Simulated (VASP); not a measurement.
# Ba (Fm-3m) in VASP: notebook, part 2 of 2

VASP 6.6.1.

### Step 4. Single point, LDA

This run uses another cell than the first one, of 68.91 Å³/atom, 1.041 times its volume.

INCAR

```
SYSTEM = Ba
  PREC = Accurate
  ENCUT = 520
  EDIFF = 1E-6
  ISMEAR = 1
  SIGMA = 0.05
  LREAL = .FALSE.
  LASPH = .TRUE.
  NELM = 60
  ALGO = Fast
  ISIF = 2
  LWAVE = .FALSE.
  LCHARG = .FALSE.
  GGA = CA
  NBANDS = 11
```

KPOINTS

```
Automatic mesh
0
G
  7 7 7
  0 0 0
```

POSCAR

```
Ba
1.0
    0.0000000000      3.2540740042      3.2540740042
    3.2540740042      0.0000000000      3.2540740042
    3.2540740042      3.2540740042      0.0000000000
Ba
1
Direct
    0.0000000000      0.0000000000      0.0000000000
```

Potentials or basis: VASP PAW LDA potentials, release 64 (Ba_sv).

Launch:

```bash
$ cat potpaw_LDA.64/Ba_sv/POTCAR > POTCAR
$ mpirun -np 1 vasp_std > vasp.out
```

OUTCAR:

```text
SYSTEM = Ba
   PREC = Accurate
   ENCUT = 520
   EDIFF = 1E-6
   ISMEAR = 1
   LREAL = .FALSE.
   LASPH = .TRUE.
   NELM = 60
   ISIF = 2
   GGA = CA

 ion  position               nearest neighbor table
   1  0.000  0.000  0.000-

  LATTYP: Found a face centered cubic cell.
 ALAT       =     6.5081480084

  Lattice vectors:

 A1 = (   0.0000000000,   3.2540740042,   3.2540740042)
 A2 = (   3.2540740042,   0.0000000000,   3.2540740042)
 A3 = (   3.2540740042,   3.2540740042,   0.0000000000)

Analysis of symmetry for initial positions (statically):
=====================================================================
 Subroutine PRICEL returns:
 Original cell was already a primitive cell.

 Routine SETGRP: Setting up the symmetry group for a
 face centered cubic supercell.

 Subroutine GETGRP returns: Found 48 space group operations
[... 9 lines left out ...]

 Routine SETGRP: Setting up the symmetry group for a
 face centered cubic supercell.

 Subroutine GETGRP returns: Found 48 space group operations
[... 11 lines left out ...]
                                     Primitive cell

  volume of cell :      68.9148

  direct lattice vectors                    reciprocal lattice vectors
     0.000000000  3.254074004  3.254074004    -0.153653543  0.153653543  0.153653543
     3.254074004  0.000000000  3.254074004     0.153653543 -0.153653543  0.153653543
     3.254074004  3.254074004  0.000000000     0.153653543  0.153653543 -0.153653543

  length of vectors
     4.601955590  4.601955590  4.601955590     0.266135743  0.266135743  0.266135743

  position of ions in fractional coordinates (direct lattice)
     0.000000000  0.000000000  0.000000000

  ion indices of the primitive-cell ions
   primitive index   ion index
                 1           1

----------------------------------------------------------------------------------------

 KPOINTS: Automatic mesh
[... 86 lines left out ...]
  Thomas-Fermi vector in A             =   1.977755
   LORBIT       =      0    0 simple, 1 ext, 2 COOP (PROOUT), +10 PAW based schemes
   GGA     = CA    functional components
   LHFCALC =     F    Hartree Fock is set to
   AEXX    =    0.0000 exact exchange contribution
   IVDW    =     0    specifies the selected vdW correction
   LEPSILON=     F    determine dielectric tensor
   LRPA    =     F    only Hartree local field effects (RPA)
 non-spin polarized calculation
 RMM-DIIS sequential band-by-band and
 Methfessel and Paxton  Order N= 1 SIGMA  =   0.05
  energy-cutoff  :      520.00
  volume of cell :       68.91
 maximum number of plane-waves:      1874
 NGX is ok and might be reduce to    36
   NGX = 17   NGY = 17   NGZ = 17

 number of electron      10.0000000 magnetization

 number of electron       9.9999999 magnetization

 Free energy of the ion-electron system (eV)
  ---------------------------------------------------
  ext. energy  EPLUGINS =         0.00000000
  ---------------------------------------------------
  free energy    TOTEN  =        -2.14888857 eV

  energy without entropy =       -2.14752040  energy(sigma->0) =       -2.14843251

 E-fermi :   1.1803     XC(G=0):  -7.3281

 val. band max:        1.1783070501   @ k =  -0.4286   0.4286   0.0000
 cond. band min:       1.1818291145   @ k =  -0.2857   0.4286   0.1429
 fundamental gap:      0.0035220644
 Fermi energy:         1.1803195937

 k-point     1 :       0.0000    0.0000    0.0000
  band No.  band energies     occupation
      1     -27.8136      2.00000
      2     -12.8227      2.00000
      3     -12.8227      2.00000
      4     -12.8227      2.00000
      5      -1.5562      2.00000
      6       2.8012      0.00000
      7       2.8012      0.00000
      8       2.8012      0.00000
      9       4.2021      0.00000
     10       4.2021      0.00000
     11       7.0341      0.00000
[... 253 lines left out ...]
 k-point    20 :      -0.2857    0.4286    0.1429
  band No.  band energies     occupation
      1     -27.7782      2.00000
      2     -13.0651      2.00000
      3     -13.0441      2.00000
      4     -12.9355      2.00000
      5       1.1818      0.94893
      6       1.4970     -0.00000
      7       2.0046     -0.00000
      8       3.4047      0.00000
      9       5.2069      0.00000
     10       5.5120      0.00000
     11       6.8405      0.00000

------------------------ aborting loop because EDIFF is reached ----------------------------------------

  FORCE on cell =-STRESS in cart. coord.  units (eV):
  Direction    XX          YY          ZZ          XY          YZ          ZX
  --------------------------------------------------------------------------------------
  -------------------------------------------------------------------------------------
  Total       -0.7005265     -0.7005265     -0.7005265     -0.0000000      0.0000000     -0.0000000
  in kB      -16.2863168    -16.2863168    -16.2863168     -0.0000000      0.0000000     -0.0000000
  external PRESSURE =     -16.2863168 kB  Pullay stress =       0.0000000 kB

 VOLUME and BASIS-vectors are now :
 -----------------------------------------------------------------------------
  energy-cutoff  :      520.00
  volume of cell :       68.91
      direct lattice vectors                 reciprocal lattice vectors
     0.000000000  3.254074004  3.254074004    -0.153653543  0.153653543  0.153653543
     3.254074004  0.000000000  3.254074004     0.153653543 -0.153653543  0.153653543
     3.254074004  3.254074004  0.000000000     0.153653543  0.153653543 -0.153653543

 POSITION                                       TOTAL-FORCE (eV/Angst)
 -----------------------------------------------------------------------------------
      0.00000      0.00000      0.00000         0.000000     -0.000000      0.000000
 -----------------------------------------------------------------------------------
    total drift:                               -0.000000      0.000000      0.000000

  FREE ENERGIE OF THE ION-ELECTRON SYSTEM (eV)
  ---------------------------------------------------
  free  energy   TOTEN  =        -2.1488885657 eV

  energy  without entropy=       -2.1475204043  energy(sigma->0) =       -2.14843251
```

Wall time 5.9 s (1 thread of Intel Xeon 6975P-C (Granite Rapids), shared host); peak memory 0.16 GiB.

What came out:

```yaml
Free_energy: -2.1489 eV
Pressure: -1.6 GPa
Band_gap_on_the_k_mesh: zero (band 5 reaches 1.18 eV, above the bottom of band 6 at 1.11 eV)
```

Levels at points of the mesh, in eV from the Fermi level:
```
           k point  band 3  band 4  band 5  band 6  band 7  band 8
(0.00, 0.00, 0.00)  -14.00  -14.00   -2.74    1.62    1.62    1.62
```

Caveat: spin-orbit coupling is left out, which moves the levels of the heavy elements.

### Step 5. Single point, LDA

This run uses another cell than the first one, of 70.27 Å³/atom, 1.061 times its volume.

INCAR

```
ALGO = Fast ; EDIFF = 1E-6
ENCUT = 520 ; GGA = CA
ISIF = 2 ; ISMEAR = 1
LASPH = True ; LCHARG = True
LELF = True ; LREAL = False
LVHAR = True ; LWAVE = False
NBANDS = 11 ; NELM = 100
PREC = Accurate ; SIGMA = 0.05
```

KPOINTS

```
k-points
0
Gamma
  7 7 7
```

POSCAR

```
Ba
1.0
    0.0000000000      3.2752049470      3.2752049470
    3.2752049470      0.0000000000      3.2752049470
    3.2752049470      3.2752049470      0.0000000000
Ba
1
Direct
    0.0000000000      0.0000000000      0.0000000000
```

Launch:

```bash
$ cat potpaw_LDA.64/Ba_sv/POTCAR > POTCAR
$ mpirun -np 1 vasp_std > vasp.out
```

Wall time 6.4 s (1 thread of Intel Xeon 6975P-C (Granite Rapids), shared host); peak memory 0.16 GiB.

Results (log left out):

```
Free energy            : -2.1347 eV
Pressure               : -1.7 GPa
Band gap on the k mesh : zero (band 5 reaches 1.13 eV, above the bottom of band 6 at 1.07 eV)
```

Levels at points of the mesh, in eV from the Fermi level:
| k point | band 1 | band 2 | band 3 | band 4 | band 5 | band 6 | band 7 | band 8 | band 9 | band 10 |
| --- | --- | --- | --- | --- | --- | --- | --- | --- | --- | --- |
| (0.00, 0.00, 0.00) | -29.04 | -14.05 | -14.05 | -14.05 | -2.73 | 1.59 | 1.59 | 1.59 | 2.96 | 2.96 |

Caveat: spin-orbit coupling is left out, which moves the levels of the heavy elements.

### Step 6. Single point, LDA

This run uses another cell than the first one, of 71.62 Å³/atom, 1.082 times its volume.

INCAR

```
ALGO = Fast
EDIFF = 1E-6
ENCUT = 520
ISIF = 2
ISMEAR = 1
LASPH = True
LCHARG = True
LELF = True
LREAL = False
LVHAR = True
LWAVE = False
NBANDS = 11
NELM = 60
PREC = Accurate
SIGMA = 0.05
```

KPOINTS is that of step 5.

POSCAR

```
Ba
1.0
    0.0000000000      3.2960666875      3.2960666875
    3.2960666875      0.0000000000      3.2960666875
    3.2960666875      3.2960666875      0.0000000000
Ba
1
Direct
    0.0000000000      0.0000000000      0.0000000000
```

Potentials or basis: VASP PAW LDA potentials, release 64 (Ba_sv).

Launch:

```bash
$ cat potpaw_LDA.64/Ba_sv/POTCAR > POTCAR
$ mpirun -np 1 vasp_std > vasp.out
```

Wall time 6.3 s (1 thread of Intel Xeon 6975P-C (Granite Rapids), shared host); peak memory 0.17 GiB.

The run converged. Its results:

| Item | Value |
| --- | --- |
| Free energy | -2.1198 eV |
| Pressure | -1.8 GPa |
| Band gap on the k mesh | zero (band 5 reaches 1.08 eV, above the bottom of band 6 at 1.03 eV) |

Levels at points of the mesh, in eV from the Fermi level:
| k point | band 1 | band 2 | band 3 | band 4 | band 5 | band 6 | band 7 | band 8 | band 9 | band 10 |
| --- | --- | --- | --- | --- | --- | --- | --- | --- | --- | --- |
| (0.00, 0.00, 0.00) | -29.08 | -14.10 | -14.10 | -14.10 | -2.72 | 1.57 | 1.57 | 1.57 | 2.90 | 2.90 |

Caveat: spin-orbit coupling is left out, which moves the levels of the heavy elements.

### Step 7. Overview

| cell | gap on the mesh (eV) | pressure (GPa) |
| --- | --- | --- |
| a = 4.541 Å, angles 60.0°, 1 atom | none | -1.4 |
| a = 4.572 Å, angles 60.0°, 1 atom | none | -1.5 |
| a = 4.602 Å, angles 60.0°, 1 atom | none | -1.6 |
| a = 4.632 Å, angles 60.0°, 1 atom | none | -1.7 |
| a = 4.661 Å, angles 60.0°, 1 atom | none | -1.8 |

Alike in all rows: task single point; level LDA; potentials or basis VASP PAW LDA potentials, release 64 (Ba_sv); no spin polarisation; k mesh 7 × 7 × 7; cutoff (eV) 520; smearing methfessel-paxton 0.05 eV.

Caveats: spin-orbit coupling is left out, which moves the levels of the heavy elements.

Total energies depend on the potentials used, so only differences within one code and one set of settings carry meaning.
